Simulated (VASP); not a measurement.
# BN (P2_1/m) in VASP: further runs, part 2 of 3

VASP 6.6.1. The steps go on from the part before.

## (4) Single point, r2SCAN (uniaxial strain along a: +2.0 %, then relaxed in part)

POSCAR

```
BN
1.0
    2.5509449512     -0.0005055787      0.0000000000
   -1.2758995881      2.1567332257      0.0000000000
    0.0000000000      0.0000000000      6.8816747123
B N
2 2
Direct
    0.3371757428      0.6745620248      0.2500000000
    0.6628242572      0.3254379752      0.7500000000
    0.3280276316      0.6557702055      0.7500000000
    0.6719723684      0.3442297945      0.2500000000
```

INCAR.step1

```
  PREC = Accurate
  ENCUT = 520
  ISMEAR = 0
  SIGMA = 0.02
  LREAL = False
  LASPH = True
  NELM = 60
  NBANDS = 16
  GGA = PE
  ALGO = Normal
  EDIFF = 1E-4
  LWAVE = True
  LCHARG = False
```

INCAR.step2

```
  PREC = Accurate
  ENCUT = 520
  EDIFF = 1E-7
  ISMEAR = 0
  SIGMA = 0.02
  LREAL = False
  LASPH = True
  NELM = 60
  ALGO = Normal
  ISIF = 2
  LWAVE = False
  LCHARG = True
  METAGGA = R2SCAN
  LMIXTAU = True
  LELF = True
  LVHAR = True
  NBANDS = 16
  ISTART = 1
```

KPOINTS

```
regular mesh
0
Gamma
  12 12 4
```

Potentials or basis: VASP PAW PBE potentials, release 64 (B, N).

The run is started by

```bash
$ cat potpaw_PBE.64/B/POTCAR potpaw_PBE.64/N/POTCAR > POTCAR
$ cp INCAR.step1 INCAR
$ mpirun -np 1 vasp_std > vasp.out
$ cp INCAR.step2 INCAR
$ mpirun -np 1 vasp_std > vasp.out
```

OUTCAR:

```text
PREC = Accurate
   ENCUT = 520
   EDIFF = 1E-7
   ISMEAR = 0
   LREAL = False
   LASPH = True
   NELM = 60
   ISIF = 2
   METAGGA = R2SCAN
   ISTART = 1

 ion  position               nearest neighbor table
   1  0.337  0.675  0.250-   4 1.44   4 1.46   4 1.46
   2  0.663  0.325  0.750-   3 1.44   3 1.46   3 1.46
   3  0.328  0.656  0.750-   2 1.44   2 1.46   2 1.46
   4  0.672  0.344  0.250-   1 1.44   1 1.46   1 1.46

  Warning from LATTYP: Monoclinic adjustment (A1->A3, A2->A1, A3->A2)!
  Warning from LATTYP: Got some problem with cell dimensions!
  Tried to take original basis but could not verify dimensions!
  LATTYP: Found a simple monoclinic cell.
 ALAT       =     2.5050066554
 B/A-ratio  =     2.7471682350
 C/A-ratio  =     1.0003473167
 COS(beta)  =    -0.4816733192

  Lattice vectors:

 A1 = (   1.2750453631,   2.1562276470,   0.0000000000)
 A2 = (   0.0000000000,   0.0000000000,   6.8816747123)
 A3 = (   1.2758995881,  -2.1567332257,   0.0000000000)

Analysis of symmetry for initial positions (statically):
=====================================================================
 Subroutine PRICEL returns:
 Original cell was already a primitive cell.

 Routine SETGRP: Setting up the symmetry group for a
 simple monoclinic supercell.

 Subroutine GETGRP returns: Found  4 space group operations
 (whereof  2 operations were pure point group operations)
 out of a pool of  4 trial point group operations.

The static configuration has the point symmetry S_2 .
 The point group associated with its full space group is C_2h.

Analysis of symmetry for dynamics (positions and initial velocities):
=====================================================================
 Subroutine PRICEL returns:
 Original cell was already a primitive cell.

 Routine SETGRP: Setting up the symmetry group for a
 simple monoclinic supercell.

 Subroutine GETGRP returns: Found  4 space group operations
 (whereof  2 operations were pure point group operations)
 out of a pool of  4 trial point group operations.

The dynamic configuration has the point symmetry S_2 .
 The point group associated with its full space group is C_2h.

 Subroutine INISYM returns: Found  4 space group operations
 (whereof  2 operations are pure point group operations),
 and found     1 'primitive' translations

----------------------------------------------------------------------------------------

                                     Primitive cell

  volume of cell :      37.8565

  direct lattice vectors                    reciprocal lattice vectors
     2.550944951 -0.000505579  0.000000000     0.392057564  0.231936930  0.000000000
    -1.275899588  2.156733226  0.000000000     0.000091906  0.463718577  0.000000000
     0.000000000  0.000000000  6.881674712     0.000000000  0.000000000  0.145313465

  length of vectors
     2.550945001  2.505876686  6.881674712     0.455525930  0.463718586  0.145313465

  position of ions in fractional coordinates (direct lattice)
     0.337175743  0.674562025  0.250000000
     0.662824257  0.325437975  0.750000000
[... 32 lines left out ...]
 ===========================================

 Found    222 irreducible k-points:

 Following reciprocal coordinates:
            Coordinates               Weight
  0.000000  0.000000  0.000000      1.000000
  0.083333  0.000000  0.000000      2.000000
  0.166667  0.000000  0.000000      2.000000
  0.250000  0.000000  0.000000      2.000000
  0.333333  0.000000  0.000000      2.000000
  0.416667  0.000000  0.000000      2.000000
[... 16 lines left out ...]
  0.250000  0.166667  0.000000      2.000000
  0.333333  0.166667  0.000000      2.000000
 [... further k-points ...]
   k-points           NKPTS =    222   k-points in BZ     NKDIM =    222   number of bands    NBANDS=     16
   number of dos      NEDOS =    301   number of ions     NIONS =      4
   total plane-waves  NPLWV =  21600
   dimension x,y,z NGX =    20 NGY =   20 NGZ =   54
   dimension x,y,z NGXF=    40 NGYF=   40 NGZF=  108
   ions per type =               2   2
   NGX,Y,Z   is equivalent  to a cutoff of  13.03, 13.27, 13.05 a.u.
   NGXF,Y,Z  is equivalent  to a cutoff of  26.07, 26.54, 26.09 a.u.
 SYSTEM =  unknown system
   PREC   = accura    normal or accurate (medium, high low for compatibility)
   ISTART =      1    job   : 0-new  1-cont  2-samecut
   ICHARG =      0    charge: 1-file 2-atom 10-const
   ISPIN  =      1    spin polarized calculation?
   LNONCOLLINEAR =      F non collinear calculations
   LSORBIT =      F    spin-orbit coupling
   LASPH  =      T    aspherical Exc in radial PAW
   ENCUT  =  520.0 eV  38.22 Ry    6.18 a.u.   4.74  4.66 12.80*2*pi/ulx,y,z
   NELM   =     60;   NELMIN=  2; NELMDL=  0     # of ELM steps
   EDIFF  = 0.1E-06   stopping-criterion for ELM
   LREAL  =      F    real-space projection
   EDIFFG = 0.1E-05   stopping-criterion for IOM
   NSW    =      0    number of steps for IOM
   IBRION =     -1    ionic relax: 0-MD 1-quasi-New 2-CG
   NFREE  =      0    steps in history (QN), initial steepest desc. (CG)
   ISIF   =      2    stress and relaxation
   ISYM   =      2    0-nonsym 1-usesym 2-fastsym
   POTIM  = 0.5000    time-step for ionic-motion
   TEBEG  =    0.0;   TEEND  =   0.0 temperature during run
   PSTRESS=    0.0 pullay stress
   NELECT =      16.0000    total number of electrons
   NUPDOWN=      -1.0000    fix difference up-down
   EMIN   =  10.00;   EMAX   =-10.00  energy-range for DOS
   EFERMI =   0.00;   METHOD = LEGACY
   ISMEAR =     0;   SIGMA  =   0.02  broadening in eV -4-tet -1-fermi 0-gaus
   EFERMI_NEDOS =   21; number of points for ismear=-14 and -15
   IALGO  =     38    algorithm
   IMIX   =      4    mixing-type and parameters
     AMIX     =   0.40;   BMIX     =  1.00
     AMIX_MAG =   1.60;   BMIX_MAG =  1.00
  volume/ion in A,a.u.               =       9.46        63.87
  Fermi-wavevector in a.u.,A,eV,Ry     =   1.228574  2.321668 20.536546  1.509394
  Thomas-Fermi vector in A             =   2.363494
   LORBIT       =      0    0 simple, 1 ext, 2 COOP (PROOUT), +10 PAW based schemes
   METAGGA = R2SCAN    functional components
   LHFCALC =     F    Hartree Fock is set to
   AEXX    =    0.0000 exact exchange contribution
   IVDW    =     0    specifies the selected vdW correction
   LEPSILON=     F    determine dielectric tensor
   LRPA    =     F    only Hartree local field effects (RPA)
 non-spin polarized calculation
 Gauss-broadening in eV      SIGMA  =   0.02
  energy-cutoff  :      520.00
  volume of cell :       37.86
 maximum number of plane-waves:      1046
   NGX =  9   NGY =  9   NGZ = 25

 number of electron      16.0000001 magnetization

 Free energy of the ion-electron system (eV)
  ---------------------------------------------------
  ext. energy  EPLUGINS =         0.00000000
  ---------------------------------------------------
  free energy    TOTEN  =       -38.56153158 eV

  energy without entropy =      -38.56153158  energy(sigma->0) =      -38.56153158

 E-fermi :   1.8326     XC(G=0): -10.4549

 val. band max:        1.6618488007   @ k =   0.2500   0.3333   0.0000
 cond. band min:       6.4993661968   @ k =   0.5000   0.5000   0.0000
 fundamental gap:      4.8375173961
 Fermi energy:         1.8325782674

 k-point     1 :       0.0000    0.0000    0.0000
  band No.  band energies     occupation
      1     -16.9928      2.00000
      2     -16.7711      2.00000
      3      -4.4801      2.00000
      4      -2.6286      2.00000
      5       0.1539      2.00000
      6       0.1834      2.00000
[... 433 lines left out ...]
      3      -6.7584      2.00000
      4      -6.7012      2.00000
      5      -3.7086      2.00000
      6      -3.6518      2.00000
[... 8 lines left out ...]
     15      16.9233      0.00000
     16      19.8873      0.00000

 [... further k-points ...]

------------------------ aborting loop because EDIFF is reached ----------------------------------------

  FORCE on cell =-STRESS in cart. coord.  units (eV):
  Direction    XX          YY          ZZ          XY          YZ          ZX
  --------------------------------------------------------------------------------------
  -------------------------------------------------------------------------------------
  Total       -3.6251786      0.1799078     -0.0633666      0.0322531      0.0000000      0.0000000
  in kB     -153.4261042      7.6141209     -2.6818233      1.3650251      0.0000000      0.0000000
  external PRESSURE =     -49.4979355 kB  Pullay stress =       0.0000000 kB

 VOLUME and BASIS-vectors are now :
 -----------------------------------------------------------------------------
  energy-cutoff  :      520.00
  volume of cell :       37.86
      direct lattice vectors                 reciprocal lattice vectors
     2.550944951 -0.000505579  0.000000000     0.392057564  0.231936930  0.000000000
    -1.275899588  2.156733226  0.000000000     0.000091906  0.463718577  0.000000000
     0.000000000  0.000000000  6.881674712     0.000000000  0.000000000  0.145313465

 POSITION                                       TOTAL-FORCE (eV/Angst)
 -----------------------------------------------------------------------------------
     -0.00056      1.45468      1.72042        -0.000016     -0.001839      0.000000
      1.27560      0.70155      5.16126         0.000016      0.001839     -0.000000
      0.00008      1.41416      5.16126        -0.000022     -0.002280      0.000000
      1.27496      0.74207      1.72042         0.000022      0.002280     -0.000000
 -----------------------------------------------------------------------------------
    total drift:                               -0.000000      0.000000     -0.000000

  FREE ENERGIE OF THE ION-ELECTRON SYSTEM (eV)
  ---------------------------------------------------
  free  energy   TOTEN  =       -38.5615315827 eV

  energy  without entropy=      -38.5615315827  energy(sigma->0) =      -38.56153158
```

It took 10 min on 1 thread of Intel Xeon 8259CL, shared host; peak memory 0.24 GiB.

Results:

* Free energy: -38.5615 eV
* Pressure: -4.9 GPa
* Band gap on the k mesh: 4.84 eV (least direct gap 5.29 eV)

Forces in eV/Å, atoms in the order of the input:
```
B    0.000 -0.002  0.000
B    0.000  0.002  0.000
N    0.000 -0.002  0.000
N    0.000  0.002  0.000
```

Caveat: the cell differs from its parent crystal (uniaxial strain along a: +2.0 %, then relaxed in part); the stress differs along the axes, from -15 to 1 GPa; the PAW data sets were made with another functional, which shifts forces and pressure a little.

## (5) Single point, r2SCAN

This run uses another cell than the first one, of 9.46 Å³/atom.

POSCAR is that of step 4.

INCAR.step1

```
SYSTEM = BN
ALGO = Normal
EDIFF = 1E-4
ENCUT = 520
GGA = PE
ISMEAR = 0
LASPH = .True.
LCHARG = .False.
LREAL = .False.
LWAVE = .True.
NBANDS = 16
NELM = 100
PREC = Accurate
SIGMA = 0.02
```

INCAR.step2

```
SYSTEM = BN
ALGO = Normal
EDIFF = 1E-6
ENCUT = 520
ISIF = 2
ISMEAR = 0
ISTART = 1
LASPH = .True.
LCHARG = .False.
LMIXTAU = .True.
LREAL = .False.
LWAVE = .False.
METAGGA = R2SCAN
NBANDS = 16
NELM = 100
PREC = Accurate
SIGMA = 0.02
```

KPOINTS

```
k-points
0
Gamma
  12 12 4
  0 0 0
```

The run is started by

```bash
$ cat potpaw_PBE.64/B/POTCAR potpaw_PBE.64/N/POTCAR > POTCAR
$ cp INCAR.step1 INCAR
$ mpirun -np 1 vasp_std > vasp.out
$ cp INCAR.step2 INCAR
$ mpirun -np 1 vasp_std > vasp.out
```

Wall time 10 min (1 thread of Intel Xeon 8259CL, shared host); peak memory 0.24 GiB.

It converged, with:

| Quantity | Value |
| --- | --- |
| Free energy | -38.5615 eV |
| Pressure | -5.0 GPa |
| Band gap on the k mesh | 4.84 eV (least direct gap 5.29 eV) |

Forces in eV/Å, atoms in the order of the input:
```
B    0.000 -0.002  0.000
B    0.000  0.002  0.000
N    0.000 -0.002  0.000
N    0.000  0.002  0.000
```

Stress tensor (GPa, compression positive):
```
-15.35   0.14   0.00
  0.14   0.76   0.00
  0.00   0.00  -0.28
```

Levels at points of the mesh, in eV from the valence-band top:
```tsv
k point	band 6	band 7	band 8	band 9	band 10	band 11
(0.00, 0.00, 0.00)	-1.48	-1.26	-1.23	5.38	10.52	11.94
(0.50, 0.00, 0.00)	-4.07	-1.40	-0.56	4.84	6.07	10.16
(0.00, 0.50, 0.00)	-4.49	-1.22	-0.37	4.95	6.24	9.60
(0.50, 0.50, 0.00)	-4.07	-1.40	-0.57	4.84	6.07	10.17
(0.00, 0.00, 0.50)	-1.49	-1.25	-1.25	7.65	7.65	12.03
(0.50, 0.00, 0.50)	-4.10	-0.97	-0.97	5.25	5.25	10.63
(0.00, 0.50, 0.50)	-4.51	-0.78	-0.78	5.41	5.41	9.90
(0.50, 0.50, 0.50)	-4.09	-0.97	-0.97	5.25	5.25	10.64
```

Caveat: the stress differs along the axes, from -15 to 1 GPa; the PAW data sets were made with another functional, which shifts forces and pressure a little. A k mesh can miss the band edges.

## (6) Single point, r2SCAN (uniaxial strain along a: +4.0 %)

POSCAR

```
BN
1.0
    2.6009635307      0.0000000000      0.0000000000
   -1.3004817653      2.1442071990      0.0000000000
    0.0000000000      0.0000000000      6.8055200714
B N
2 2
Direct
    0.3371757428      0.6745620248      0.2500000000
    0.6628242572      0.3254379752      0.7500000000
    0.3280276316      0.6557702055      0.7500000000
    0.6719723684      0.3442297945      0.2500000000
```

INCAR.step1

```
  PREC = Accurate
  ENCUT = 520
  ISMEAR = 0
  SIGMA = 0.02
  LREAL = F
  LASPH = T
  NELM = 60
  NBANDS = 16
  GGA = PE
  ALGO = Normal
  EDIFF = 1E-4
  LWAVE = T
  LCHARG = F
```

INCAR.step2

```
  PREC = Accurate
  ENCUT = 520
  EDIFF = 1E-6
  ISMEAR = 0
  SIGMA = 0.02
  LREAL = F
  LASPH = T
  NELM = 60
  ALGO = Normal
  ISIF = 2
  LWAVE = F
  LCHARG = F
  METAGGA = R2SCAN
  LMIXTAU = T
  NBANDS = 16
  ISTART = 1
```

KPOINTS

```
Automatic mesh
0
Gamma
  12 12 4
```

Potentials or basis: VASP PAW PBE potentials, release 64 (B, N).

The run is started by

```bash
$ cat potpaw_PBE.64/B/POTCAR potpaw_PBE.64/N/POTCAR > POTCAR
$ cp INCAR.step1 INCAR
$ mpirun -np 1 vasp_std > vasp.out
$ cp INCAR.step2 INCAR
$ mpirun -np 1 vasp_std > vasp.out
```

Wall time 11 min (1 thread of Intel Xeon 8259CL, shared host); peak memory 0.24 GiB.

It converged, with:

```
Free energy            : -38.4541 eV
Pressure               : -9.2 GPa
Largest force          : 0.246 eV/Å
Band gap on the k mesh : 4.68 eV (least direct gap 5.20 eV)
```

Forces in eV/Å, atoms in the order of the input:
```
B   -0.003 -0.241  0.000
B    0.003  0.241  0.000
N   -0.003 -0.246  0.000
N    0.003  0.246  0.000
```

Stress tensor (GPa, compression positive):
```
-30.33  -0.01   0.00
 -0.01   2.93   0.00
  0.00   0.00  -0.05
```

Levels at points of the mesh, in eV from the valence-band top:
```csv
k point,band 5,band 6,band 7,band 8,band 9,band 10,band 11,band 12
"(0.00, 0.00, 0.00)",-1.61,-1.57,-1.30,-1.27,5.38,10.55,11.30,11.49
"(0.50, 0.00, 0.00)",-4.01,-3.95,-1.55,-0.63,4.68,6.02,10.10,10.71
"(0.50, 0.50, 0.00)",-4.01,-3.95,-1.55,-0.63,4.68,6.02,10.10,10.71
"(0.00, 0.50, 0.00)",-4.78,-4.72,-1.12,-0.25,4.94,6.15,8.95,9.13
"(0.00, 0.00, 0.50)",-1.59,-1.59,-1.29,-1.29,7.67,7.67,11.55,11.55
"(0.50, 0.00, 0.50)",-3.98,-3.98,-1.08,-1.08,5.13,5.13,10.62,10.62
"(0.50, 0.50, 0.50)",-3.98,-3.98,-1.07,-1.07,5.13,5.13,10.62,10.62
"(0.00, 0.50, 0.50)",-4.75,-4.75,-0.67,-0.67,5.35,5.35,9.15,9.15
```

Caveat: the cell differs from its parent crystal (uniaxial strain along a: +4.0 %); the stress differs along the axes, from -30 to 3 GPa; the PAW data sets were made with another functional, which shifts forces and pressure a little.

(Part 2 of 3 ends here.)
